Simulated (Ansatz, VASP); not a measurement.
This is a calculation of FeNi2 for Ansatz 0.2.0.

input.yaml

```yaml
crystal:
  lattice:
    - [0.0, 3.3181770871, 3.3181770871]
    - [3.3181770871, 0.0, 3.3181770871]
    - [3.3181770871, 3.3181770871, 0.0]
  atoms:
    - { symbol: Ni, position: [0.625, 0.625, 0.625], spin: 1.0 }
    - { symbol: Ni, position: [0.125, 0.625, 0.625], spin: 1.0 }
    - { symbol: Ni, position: [0.625, 0.125, 0.625], spin: 1.0 }
    - { symbol: Ni, position: [0.625, 0.625, 0.125], spin: 1.0 }
    - { symbol: Fe, position: [0.0, 0.0, 0.0], spin: 3.0 }
    - { symbol: Fe, position: [0.25, 0.25, 0.25], spin: 3.0 }
hamiltonian:
  xc: pbe
  pseudopotentials: { kind: paw }
magnetization:
  spin_polarized: true
kpoints:
  mp_grid: { grid: [7, 7, 7] }
scf:
  occupations: { method: fermi_dirac, width: 0.05 }
output:
  forces: true
  stress: true
  eigenvalues: true
```

Potentials or basis: Ansatz PAW.

The run is started by

```sh
$ ansatz run input.yaml --threads 2 --pin off --max-ram 5120MiB --backend cpu --events-out ev --progress --plain --runs-dir out
```

**Question.** Set up the same calculation for VASP 6.6.1. Potentials there: VASP PAW PBE potentials, release 64 (Ni_sv_GW, Fe_sv).

**Answer.** As run (the cutoff follows the program's own potentials):

INCAR

```
SYSTEM = FeNi2
ALGO = Normal
EDIFF = 1E-6
ENCUT = 690
GGA = PE
GGA_COMPAT = .FALSE.
ISIF = 2
ISMEAR = -1
ISPIN = 2
LASPH = .TRUE.
LCHARG = .FALSE.
LMAXMIX = 4
LORBIT = 11
LREAL = .FALSE.
LWAVE = .FALSE.
MAGMOM = 1 1 1 1 3 3
NBANDS = 65
NELM = 200
PREC = Accurate
SIGMA = 0.05
```

File KPOINTS:

```
k-points
0
G
  7 7 7
  0 0 0
```

The input POSCAR:

```
FeNi2
1.0
    0.0000000000      3.3181770871      3.3181770871
    3.3181770871      0.0000000000      3.3181770871
    3.3181770871      3.3181770871      0.0000000000
Ni Fe
4 2
Direct
    0.6250000000      0.6250000000      0.6250000000
    0.1250000000      0.6250000000      0.6250000000
    0.6250000000      0.1250000000      0.6250000000
    0.6250000000      0.6250000000      0.1250000000
    0.0000000000      0.0000000000      0.0000000000
    0.2500000000      0.2500000000      0.2500000000
```

Potentials or basis: VASP PAW PBE potentials, release 64 (Ni_sv_GW, Fe_sv).

Run with:

```bash
$ cat potpaw_PBE.64/Ni_sv_GW/POTCAR potpaw_PBE.64/Fe_sv/POTCAR > POTCAR
$ mpirun -np 1 vasp_std > vasp.out
```

Both were run:

|  | VASP | Ansatz | Ansatz less VASP |
| --- | --- | --- | --- |
| gap on the k mesh at the Fermi level (eV) | none | none | - |
| pressure (GPa) | -7.5 | -6.4 | +1.12 |
| net moment per atom (μB) | 1.34 | 1.34 | 0.000 |
| size of the moment on the site where the two differ most (μB) | 2.90 | 3.02 | +0.121 |

Site moments also hang on the region over which each program counts them. A gap of «none» marks a metal or a gap that the smearing closes.
